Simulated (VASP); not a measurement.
Crystal: Na2C3.

```
Na C
1.0
     1.63958    0.94661    8.53595
    -1.63958    0.94661    8.53595
     0.00000   -1.89322    8.53595
Na C
2 3
Direct
  0.93279 0.93279 0.93279
  0.06721 0.06721 0.06721
  0.00000 0.00000 0.50000
  0.50000 0.00000 0.00000
  0.00000 0.50000 0.00000
```

The cell was generated, and may not be a known phase.

```yaml
Program: VASP 6.6.1
Task: relaxation of cell and atoms
Functional: PBE
Potentials_or_basis: VASP PAW PBE potentials, release 64 (Na_pv, C)
Cutoff: 600 eV
k_mesh: 12 × 12 × 12
Occupations: gaussian, width 0.1 eV
Spin: no spin polarisation
```

At the start: pressure -1.3 GPa; volume 15.90 Å³/atom.

**Question.** Where does the relaxation end?

**Answer.** Over 12 steps the energy falls by 4.8 meV/atom and the volume is 15.26 Å³/atom (-4.0 %); space group R-3m (No. 166, to 0.1 Å) before and after.

Step by step:
```csv
step,energy change (eV),largest force (eV/Å),pressure (GPa),volume (Å³)
1,0.0000,0.1401,-1.32,79.49
2,-0.0093,0.1628,-0.06,77.99
3,-0.0095,0.1662,0.17,77.73
4,-0.0126,0.1461,0.15,77.63
5,-0.0196,0.0842,0.09,77.33
6,-0.0217,0.0663,-0.01,76.73
7,-0.0230,0.0030,0.01,76.97
8,-0.0230,0.0079,0.03,76.95
9,-0.0234,0.0126,-0.24,77.03
10,-0.0234,0.0128,-0.26,77.03
11,-0.0237,0.0088,-0.21,76.84
12,-0.0240,0.0035,0.02,76.28
```

Final structure:
```
Na C
1.0
     1.62707    0.93939    8.31766
    -1.62707    0.93939    8.31766
     0.00000   -1.87878    8.31766
Na C
2 3
Cartesian
  0.0000 0.0000 23.3558
  0.0000 0.0000 1.5972
  0.0000 -0.9394 4.1588
  0.8135 0.4697 4.1588
  -0.8135 0.4697 4.1588
```
